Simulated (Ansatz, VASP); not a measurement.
Two plane-wave programs on Sb

```
CELL_PARAMETERS angstrom
-1.90697 1.90697 1.85897
1.96551 -1.96551 1.97604
1.83212 1.89065 -1.91751
ATOMIC_POSITIONS crystal
Sb 0.00000 0.00000 0.00000
```

Alike in both runs: task single point; functional PBE; k mesh 14 × 14 × 14; occupations gaussian, width 0.1 eV; no spin polarisation.

|  | VASP | Ansatz |
| --- | --- | --- |
| version | VASP 6.6.1 | Ansatz 0.2.0 |
| potentials or method | VASP PAW PBE potentials, release 64 (Sb), cutoff 520 eV | scalar-relativistic, plane waves, PAW |
| valence electrons in the cell | 5 | 15 |

```tsv
	VASP	Ansatz	Ansatz less VASP
gap on the k mesh at the Fermi level (eV)	none	none	-
pressure (GPa)	-0.9	-0.8	+0.13
traceless stress, the component that is largest in VASP (GPa)	1.03	1.03	0.000
```

A gap of «none» marks a metal or a gap that the smearing closes. VASP's potentials hold 5 valence electrons a cell and Ansatz's 15, so a difference there can come from the potentials and not from the codes.

Spin-orbit coupling is off throughout.
